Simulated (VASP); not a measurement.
TaSi2: single point with PBE

The system is TaSi2.

```
Ta Si
1.0
     0.00000    3.47385    3.47385
     3.47385    0.00000    3.47385
     3.47385    3.47385    0.00000
Ta Si
2 4
Cartesian
  3.4738 3.4738 3.4738
  5.2108 5.2108 5.2108
  0.8685 0.8685 0.8685
  0.8685 2.6054 2.6054
  2.6054 2.6054 0.8685
  2.6054 0.8685 2.6054
```

```yaml
Program: VASP 6.6.1
Task: single point
Functional: PBE
Potentials_or_basis: VASP PAW PBE potentials, release 64 (Ta_pv, Si)
Cutoff: 520 eV
k_mesh: 10 × 10 × 10
Occupations: gaussian, width 0.1 eV
Spin: no spin polarisation
Dipole_correction: no
Further_INCAR_settings: ALGO = Normal; EDIFF = 1e-07; NBANDS = 28
```

```yaml
Pressure: 0.0 GPa
Band_gap_on_the_k_mesh: zero (bands 19 and 20 overlap by 2.20 eV)
```

Levels at points of the mesh, in eV from the Fermi level:
```csv
k point,band 16,band 17,band 18,band 19,band 20,band 21,band 22,band 23
"(0.00, 0.00, 0.00)",-5.47,-2.46,0.45,0.45,0.45,1.98,1.98,2.64
"(0.50, 0.00, 0.00)",-2.99,-0.59,-0.50,-0.50,0.89,0.89,1.15,2.15
"(0.50, 0.50, 0.00)",-2.05,-1.84,-1.84,-1.75,-1.75,2.13,2.13,2.84
```

Wall time 2 min on 1 thread of Intel(R) Xeon(R) Platinum 8259CL CPU @ 2.50GHz (Skylake/Cascade Lake) (shared host), peak memory 0.28 GiB.

Caveat: spin-orbit coupling is left out, which moves the levels of the heavy elements.
